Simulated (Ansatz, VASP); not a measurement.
## BiPd2: VASP beside Ansatz

```
Bi Pd
1.0
    -1.79927    1.79927    4.41382
     1.79927   -1.79927    4.41382
     1.79927    1.79927   -4.41382
Bi Pd
1 2
Cartesian
  0.0000 0.0000 0.0000
  0.0000 0.0000 5.8704
  0.0000 0.0000 2.9573
```

Alike in both runs: task single point; functional PBE; k mesh 8 × 8 × 8; occupations gaussian, width 0.1 eV; no spin polarisation.

|  | VASP | Ansatz |
| --- | --- | --- |
| version | VASP 6.6.1 | Ansatz 0.2.0 |
| potentials or method | VASP PAW PBE potentials, release 64 (Bi_d, Pd), cutoff 520 eV | scalar-relativistic, plane waves, PAW |
| valence electrons in the cell | 35 | 51 |

Ansatz gave:

| Quantity | Value |
| --- | --- |
| gap on the k mesh at the Fermi level (eV) | none |
| pressure (GPa) | 0.5 |
| traceless stress, the component that is largest in VASP (GPa) | 0.06 |
| rms of the force components (eV/Å) | 0.141 |

Q: Which values does VASP return?

A: gap on the k mesh at the Fermi level (eV): none; pressure (GPa): 0.5; traceless stress, the component that is largest in VASP (GPa): 0.06; rms of the force components (eV/Å): 0.142.

Atom by atom the forces differ by 0.001 eV/Å (rms over components). A gap of «none» marks a metal or a gap that the smearing closes. VASP's potentials hold 35 valence electrons a cell and Ansatz's 51, so a difference there can come from the potentials and not from the codes.

Neither program's run includes spin-orbit coupling.
